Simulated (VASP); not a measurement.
Wanted: the native input for a VASP 6.6.1 run.

```
Task                   : single point
Functional             : PBEsol
Potentials or basis    : VASP PAW PBE potentials, release 64 (Bi_d, Te)
Cutoff                 : 520 eV
k mesh                 : 14 × 14 × 14
Occupations            : gaussian, width 0.15 eV
Spin                   : no spin polarisation
Dipole correction      : no
Further INCAR settings : ALGO = Normal; EDIFF = 1e-07; NBANDS = 18
```

The structure of BiTe lies in POSCAR:

```
BiTe
1.0
    0.0000000000      3.2835250000      3.1379500000
    3.2835250000      0.0000000000      3.1379500000
    3.2835250000      3.2835250000      0.0000000000
Bi Te
1 1
Direct
    0.0000000000      0.0000000000      0.0000000000
    0.5000000000      0.5000000000      0.5000000000
```

This cell differs from its parent crystal: strain +0.015 along x and y, -0.030 along z.

The input as run:

INCAR

```
SYSTEM = BiTe
PREC     = Accurate       ! precision mode
ENCUT    = 520            ! plane-wave cutoff, eV
EDIFF    = 1E-7           ! SCF threshold, eV
ISMEAR   = 0              ! smearing method
SIGMA    = 0.15           ! smearing width, eV
LREAL    = .False.        ! projectors in reciprocal space
LASPH    = .True.         ! aspherical terms in the spheres
NELM     = 80             ! most SCF steps
ALGO     = Normal         ! electronic algorithm
ISIF     = 2              ! what is computed and relaxed
LWAVE    = .False.        ! write WAVECAR
LCHARG   = .False.        ! write CHGCAR
GGA      = PS             ! functional
NBANDS   = 18             ! bands
```

KPOINTS

```
regular mesh
0
Gamma
  14 14 14
  0 0 0
```

Potentials or basis: VASP PAW PBE potentials, release 64 (Bi_d, Te).

Command:

```bash
$ cat potpaw_PBE.64/Bi_d/POTCAR potpaw_PBE.64/Te/POTCAR > POTCAR
$ mpirun -np 1 vasp_std > vasp.out
```

It gave:

```json
{
  "Pressure": "-1.5 GPa"
}
```

Caveat: the cell differs from its parent crystal (strain +0.015 along x and y, -0.030 along z); the PAW data sets were made with another functional, which shifts forces and pressure a little.

Wall time 4.8 min on 1 thread of Intel Xeon 6975P-C, with other jobs on the host, peak memory 0.43 GiB.
